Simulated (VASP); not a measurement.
# CdS (lda) (P6_3mc) in VASP: further runs, part 2 of 2

VASP 6.6.1. The steps go on from the part before.

**3. Single point, LDA**

Input file INCAR:

```
PREC = Accurate
ENCUT = 500
EDIFF = 1E-6
ISMEAR = 0
SIGMA = 0.01
LREAL = F
LASPH = T
NELM = 120
ALGO = Normal
ISIF = 2
LWAVE = F
LCHARG = F
NBANDS = 26
GGA_COMPAT = F
```

Input file KPOINTS:

```
regular mesh
0
Gamma
  6 6 4
```

Input file POSCAR:

```
CdS
1.0
    4.0744305877      0.0000000000      0.0000000000
   -2.0372152939      3.5285603949      0.0000000000
    0.0000000000      0.0000000000      6.6373564174
Cd S
2 2
Direct
    0.3333333333      0.6666666667      0.0004381584
    0.6666666667      0.3333333333      0.5004381584
    0.3333333333      0.6666666667      0.3765618416
    0.6666666667      0.3333333333      0.8765618416
```

Potentials or basis: VASP PAW LDA potentials, release 64 (Cd, S).

On the command line:

```bash
> cat potpaw_LDA.64/Cd/POTCAR potpaw_LDA.64/S/POTCAR > POTCAR
> mpirun -np 1 vasp_std > vasp.out
```

OUTCAR:

```text
PREC = Accurate
   ENCUT = 500
   EDIFF = 1E-6
   ISMEAR = 0
   LREAL = F
   LASPH = T
   NELM = 120
   ISIF = 2

 ion  position               nearest neighbor table
   1  0.333  0.667  0.000-   4 2.49   4 2.49   4 2.49   3 2.50
   2  0.667  0.333  0.500-   3 2.49   3 2.49   3 2.49   4 2.50
   3  0.333  0.667  0.377-   2 2.49   2 2.49   2 2.49   1 2.50
   4  0.667  0.333  0.877-   1 2.49   1 2.49   1 2.49   2 2.50

  LATTYP: Found a hexagonal cell.
 ALAT       =     4.0744305877
[... 802 lines left out ...]

  FORCE on cell =-STRESS in cart. coord.  units (eV):
  Direction    XX          YY          ZZ          XY          YZ          ZX
  --------------------------------------------------------------------------------------
  -------------------------------------------------------------------------------------
  Total        0.3132835      0.3132835      0.3170303     -0.0000000      0.0000000      0.0000000
  in kB        5.2600334      5.2600334      5.3229419     -0.0000000      0.0000000      0.0000000
  external PRESSURE =       5.2810029 kB  Pullay stress =       0.0000000 kB

 VOLUME and BASIS-vectors are now :
 -----------------------------------------------------------------------------
  energy-cutoff  :      500.00
  volume of cell :       95.42
      direct lattice vectors                 reciprocal lattice vectors
     4.074430588  0.000000000  0.000000000     0.245433068  0.141700848  0.000000000
    -2.037215294  3.528560395  0.000000000     0.000000000  0.283401696  0.000000000
     0.000000000  0.000000000  6.637356417     0.000000000  0.000000000  0.150662393

 POSITION                                       TOTAL-FORCE (eV/Angst)
 -----------------------------------------------------------------------------------
     -0.00000      2.35237      0.00291         0.000000      0.000000      0.001215
      2.03722      1.17619      3.32159        -0.000000      0.000000      0.001215
     -0.00000      2.35237      2.49938        -0.000000      0.000000     -0.001215
      2.03722      1.17619      5.81805        -0.000000     -0.000000     -0.001215
 -----------------------------------------------------------------------------------
    total drift:                               -0.000000      0.000000      0.000221

  FREE ENERGIE OF THE ION-ELECTRON SYSTEM (eV)
  ---------------------------------------------------
  free  energy   TOTEN  =       -14.8145581721 eV

  energy  without entropy=      -14.8145581721  energy(sigma->0) =      -14.81455817
```

OSZICAR:

```text
N       E                     dE             d eps       ncg     rms          rms(c)
DAV:   1     0.246321837337E+03    0.24632E+03   -0.17181E+04  1092   0.124E+03
DAV:   2    -0.246178733009E+01   -0.24878E+03   -0.23984E+03  1176   0.323E+02
DAV:   3    -0.157106669860E+02   -0.13249E+02   -0.13173E+02  1316   0.753E+01
DAV:   4    -0.158417758146E+02   -0.13111E+00   -0.13100E+00  1226   0.719E+00
DAV:   5    -0.158437362639E+02   -0.19604E-02   -0.19602E-02  1258   0.878E-01    0.125E+01
DAV:   6    -0.148647863436E+02    0.97895E+00   -0.17447E+00  1462   0.148E+01    0.952E+00
DAV:   7    -0.148299463371E+02    0.34840E-01   -0.69322E-01  1160   0.460E+00    0.362E+00
DAV:   8    -0.148161681731E+02    0.13778E-01   -0.10929E-01  1154   0.325E+00    0.566E-01
DAV:   9    -0.148147950532E+02    0.13731E-02   -0.16395E-02  1204   0.166E+00    0.156E-01
DAV:  10    -0.148145343408E+02    0.26071E-03   -0.10558E-03  1192   0.389E-01    0.782E-02
DAV:  11    -0.148145485529E+02   -0.14212E-04   -0.13780E-04  1244   0.702E-02    0.841E-02
DAV:  12    -0.148145542676E+02   -0.57148E-05   -0.24886E-05  1122   0.235E-02    0.640E-02
DAV:  13    -0.148146322772E+02   -0.78010E-04   -0.11770E-04  1124   0.459E-02    0.205E-01
DAV:  14    -0.148145759416E+02    0.56336E-04   -0.56349E-05  1114   0.652E-02    0.117E-01
DAV:  15    -0.148145640816E+02    0.11860E-04   -0.21042E-05  1132   0.207E-02    0.596E-02
DAV:  16    -0.148145619302E+02    0.21514E-05   -0.78685E-07   572   0.468E-03    0.472E-02
DAV:  17    -0.148145586499E+02    0.32803E-05   -0.44187E-06  1120   0.102E-02    0.190E-02
DAV:  18    -0.148145581721E+02    0.47780E-06   -0.77417E-07   556   0.437E-03
   1 F= -.14814558E+02 E0= -.14814558E+02  d E =-.102027E-48
```

It took 24 s on 1 thread of Intel Xeon 6975P-C (Granite Rapids), shared host; peak memory 0.18 GiB.

Results:

```yaml
Free_energy: -14.8146 eV
Pressure: 0.5 GPa
Band_gap_on_the_k_mesh: 1.05 eV, direct
```

Levels at points of the mesh, in eV from the valence-band top:
| k point | band 14 | band 15 | band 16 | band 17 | band 18 | band 19 | band 20 | band 21 | band 22 | band 23 |
| --- | --- | --- | --- | --- | --- | --- | --- | --- | --- | --- |
| (0.00, 0.00, 0.00) | -0.84 | -0.84 | -0.06 | 0.00 | 0.00 | 1.05 | 2.63 | 6.28 | 6.28 | 6.58 |
| (0.50, 0.00, 0.00) | -3.80 | -2.92 | -2.07 | -1.46 | -0.84 | 3.62 | 3.66 | 4.87 | 6.35 | 6.86 |
| (0.00, 0.00, 0.50) | -2.65 | -0.44 | -0.44 | -0.44 | -0.44 | 2.73 | 2.73 | 6.02 | 6.02 | 6.66 |
| (0.50, 0.00, 0.50) | -4.47 | -1.49 | -1.49 | -1.47 | -1.47 | 3.26 | 3.26 | 5.22 | 5.22 | 7.79 |

LDA gaps usually lie below the measured ones, often by a third to a half.

**4. Single point, LDA**

This run uses another cell than the first one, of 24.89 Å³/atom, 1.043 times its volume.

Input file INCAR:

```
ALGO     = Normal         # electronic algorithm
EDIFF    = 1E-6           # SCF threshold, eV
ENCUT    = 500            # plane-wave cutoff, eV
GGA      = CA             # functional
GGA_COMPAT= False        
ISIF     = 2              # what is computed and relaxed
ISMEAR   = 0              # smearing method
LASPH    = True           # aspherical terms in the spheres
LCHARG   = True           # write CHGCAR
LELF     = True           # ELF
LREAL    = False          # projectors in reciprocal space
LVHAR    = True         
LWAVE    = False          # write WAVECAR
NBANDS   = 26             # bands
NELM     = 120            # most SCF steps
PREC     = Accurate       # precision mode
SIGMA    = 0.1            # smearing width, eV
```

Input file KPOINTS:

```
k-points
0
Gamma
  6 6 4
```

Input file POSCAR:

```
CdS
1.0
    4.1370000000      0.0000000000      0.0000000000
   -2.0685000000      3.5827470955      0.0000000000
    0.0000000000      0.0000000000      6.7160000000
Cd S
2 2
Direct
    0.3333333333      0.6666666667      0.0000000000
    0.6666666667      0.3333333333      0.5000000000
    0.3333333333      0.6666666667      0.3770000000
    0.6666666667      0.3333333333      0.8770000000
```

On the command line:

```bash
> cat potpaw_LDA.64/Cd/POTCAR potpaw_LDA.64/S/POTCAR > POTCAR
> mpirun -np 1 vasp_std > vasp.out
```

Run time: 29 s. Hardware: 1 thread of Intel Xeon 6975P-C (Granite Rapids), shared host; peak memory 0.18 GiB.

The run converged. Its results:

```yaml
Free_energy: -14.7931 eV
Pressure: -2.2 GPa
Band_gap_on_the_k_mesh: 0.96 eV, direct
```

Stress tensor (GPa, compression positive):
```
-2.22  0.00  0.00
 0.00 -2.22  0.00
 0.00  0.00 -2.06
```

Levels at points of the mesh, in eV from the valence-band top:
```csv
k point,band 16,band 17,band 18,band 19,band 20,band 21
"(0.00, 0.00, 0.00)",-0.04,0.00,0.00,0.96,2.55,6.28
"(0.50, 0.00, 0.00)",-1.92,-1.34,-0.77,3.53,3.66,4.91
"(0.00, 0.00, 0.50)",-0.40,-0.40,-0.40,2.64,2.64,5.98
"(0.50, 0.00, 0.50)",-1.38,-1.35,-1.35,3.26,3.26,5.20
```

LDA gaps usually lie below the measured ones, often by a third to a half.

**5. Summary**

```tsv
cell	smearing	gap on the mesh (eV)	pressure (GPa)
a = 4.074, b = 4.074, c = 6.637 Å, angles 90.0, 90.0, 120.0°, 4 atoms	gaussian 0.02 eV	1.05	0.5
a = 4.074, b = 4.074, c = 6.637 Å, angles 90.0, 90.0, 120.0°, 4 atoms	gaussian 0.01 eV	1.05	0.5
a = 4.137, b = 4.137, c = 6.716 Å, angles 90.0, 90.0, 120.0°, 4 atoms	gaussian 0.1 eV	0.96	-2.2
```

Alike in all rows: task single point; level LDA; potentials or basis VASP PAW LDA potentials, release 64 (Cd, S); no spin polarisation; k mesh 6 × 6 × 4; cutoff (eV) 500.

Absolute energies hang on the potentials; compare differences alone.
